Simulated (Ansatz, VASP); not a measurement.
**Two plane-wave programs on TiO2**

Contents of INCAR:

```
SYSTEM = TiO2
  PREC = Accurate
  ENCUT = 520
  EDIFF = 1E-7
  ISMEAR = -1
  SIGMA = 0.02
  LREAL = .False.
  LASPH = .True.
  NELM = 80
  ALGO = Normal
  ISIF = 2
  LWAVE = .False.
  LCHARG = .False.
  GGA = PE
  NBANDS = 33
```

KPOINTS

```
Automatic mesh
0
Gamma
  6 6 8
  0 0 0
```

File POSCAR:

```
TiO2
1.0
    4.7807276338      0.0000000000      0.0000000000
    0.0000000000      4.7807276338      0.0000000000
    0.0000000000      0.0000000000      3.0716309173
Ti O
2 4
Direct
    0.0000000000      0.0000000000      0.0000000000
    0.5000000000      0.5000000000      0.5000000000
    0.3102106028      0.3102106028      0.0000000000
    0.1897893972      0.8102106028      0.5000000000
    0.8102106028      0.1897893972      0.5000000000
    0.6897893972      0.6897893972      0.0000000000
```

Input for Ansatz:

```yaml
crystal:
  lattice:
    - [4.7807276338, 0.0, 0.0]
    - [0.0, 4.7807276338, 0.0]
    - [0.0, 0.0, 3.0716309173]
  atoms:
    - { symbol: Ti, position: [0.0, 0.0, 0.0] }
    - { symbol: Ti, position: [0.5, 0.5, 0.5] }
    - { symbol: O, position: [0.3102106028, 0.3102106028, 0.0] }
    - { symbol: O, position: [0.1897893972, 0.8102106028, 0.5] }
    - { symbol: O, position: [0.8102106028, 0.1897893972, 0.5] }
    - { symbol: O, position: [0.6897893972, 0.6897893972, 0.0] }
kpoints:
  mp_grid: { grid: [6, 6, 8] }
  band_path:
    path:
      - [0.0, 0.0, 0.0]
      - [0.0, 0.5, 0.0]
      - [0.5, 0.5, 0.0]
      - [0.0, 0.0, 0.5]
      - [0.0, 0.5, 0.5]
      - [0.5, 0.5, 0.5]
    npoints: 1
hamiltonian:
  xc: pbe
scf:
  occupations: { method: fermi_dirac, width: 0.02 }
  n_extra_bands: 5
output:
  forces: true
  stress: true
  eigenvalues: true
```

Change from the starting cell: hydrostatic strain +4.0%.

Alike in both runs: task single point; functional PBE; k mesh 6 × 6 × 8; occupations fermi-dirac, width 0.02 eV; no spin polarisation.

|  | VASP | Ansatz |
| --- | --- | --- |
| version | VASP 6.6.1 | Ansatz 0.2.0 |
| potentials or method | VASP PAW PBE potentials, release 64 (Ti_sv, O) | plane waves, PAW |
| plane-wave cutoff (eV) | 520 | 420 |
| valence electrons in the cell | 48 | 48 |

|  | VASP | Ansatz | Ansatz less VASP |
| --- | --- | --- | --- |
| gap on the k mesh at the Fermi level (eV) | 1.77 | 1.79 | +0.021 |
| pressure (GPa) | -15.6 | -16.1 | -0.55 |
| traceless stress, the component that is largest in VASP (GPa) | -5.07 | -5.34 | -0.273 |
| rms of the force components (eV/Å) | 0.039 | 0.024 | -0.0149 |

Atom by atom the forces differ by 0.015 eV/Å (rms over components).
